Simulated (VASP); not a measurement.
A run of VASP 6.6.1:

The input INCAR:

```
  PREC = Accurate
  ENCUT = 520
  EDIFF = 1E-6
  ISMEAR = -1
  SIGMA = 0.05
  LREAL = F
  LASPH = T
  NELM = 100
  ALGO = Normal
  ISIF = 2
  LWAVE = F
  LCHARG = T
  GGA = CA
  LELF = T
  LVHAR = T
  NBANDS = 10
```

KPOINTS

```
regular mesh
0
Gamma
  14 14 14
```

Contents of POSCAR:

```
I
1.0
    0.0000000000      2.3131553624      2.3131553624
    2.3131553624      0.0000000000      2.3131553624
    2.3131553624      2.3131553624      0.0000000000
I
1
Direct
    0.0000000000      0.0000000000      0.0000000000
```

Potentials or basis: VASP PAW LDA potentials, release 64 (I).

Launch:

```bash
$ cat potpaw_LDA.64/I/POTCAR > POTCAR
$ mpirun -np 1 vasp_std > vasp.out
```

Hardware: 1 thread of Intel(R) Xeon(R) 6975P-C (Granite Rapids) (shared host).

Q: How long does it take, and how much memory?

A: Wall time 4.7 s on 1 thread of Intel(R) Xeon(R) 6975P-C (Granite Rapids) (shared host), peak memory 0.14 GiB. Counts: scf iterations 9, k points 104.
